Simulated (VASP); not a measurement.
# Ti2B: single point with r2SCAN

The system is Ti2B.

```
Ti B
1.0
    -2.82907    2.82907    2.36827
     2.82907   -2.82907    2.36827
     2.82907    2.82907   -2.36827
Ti B
4 2
Direct
  0.66440 0.16440 0.82880
  0.33560 0.83560 0.17120
  0.83560 0.66440 0.50000
  0.16440 0.33560 0.50000
  0.75000 0.75000 0.00000
  0.25000 0.25000 0.00000
```

```
Program                : VASP 6.6.1
Task                   : single point
Functional             : r2SCAN
Potentials or basis    : VASP PAW PBE potentials, release 64 (Ti_sv, B)
Cutoff                 : 520 eV
k mesh                 : 8 × 8 × 8
Occupations            : fermi-dirac, width 0.02 eV
Spin                   : no spin polarisation
Dipole correction      : no
Further INCAR settings : ALGO = Normal; EDIFF = 1e-07; NBANDS = 36
```

```json
{
 "Pressure": "0.4 GPa",
 "Largest force": "0.142 eV/Å",
 "Band gap on the k mesh": "zero (bands 27 and 28 overlap by 1.06 eV)"
}
```

Forces on the atoms (eV/Å):
```
Ti   0.100  0.100  0.000
Ti  -0.100 -0.100  0.000
Ti   0.100 -0.100  0.000
Ti  -0.100  0.100  0.000
B    0.000  0.000  0.000
B    0.000  0.000  0.000
```

Stress tensor (GPa, compression positive):
```
0.06 0.00 0.00
0.00 0.06 0.00
0.00 0.00 1.04
```

Levels at points of the mesh, in eV from the Fermi level:
```tsv
k point	band 25	band 26	band 27	band 28	band 29	band 30
(0.00, 0.00, 0.00)	-0.91	-0.89	-0.89	0.00	1.51	1.85
(0.50, 0.00, 0.00)	-0.37	-0.37	0.02	0.02	0.57	0.57
(0.50, 0.50, 0.00)	-1.06	-0.93	-0.41	0.14	1.50	1.77
(0.50, 0.50, 0.50)	-0.58	-0.11	0.74	0.75	1.05	1.05
```

Run time: 9.8 min on 1 thread of AMD EPYC 9R45 96-Core Processor (Zen 5), on a shared host, peak memory 0.26 GiB.

Caveat: the PAW data sets were made with another functional, which shifts forces and pressure a little.
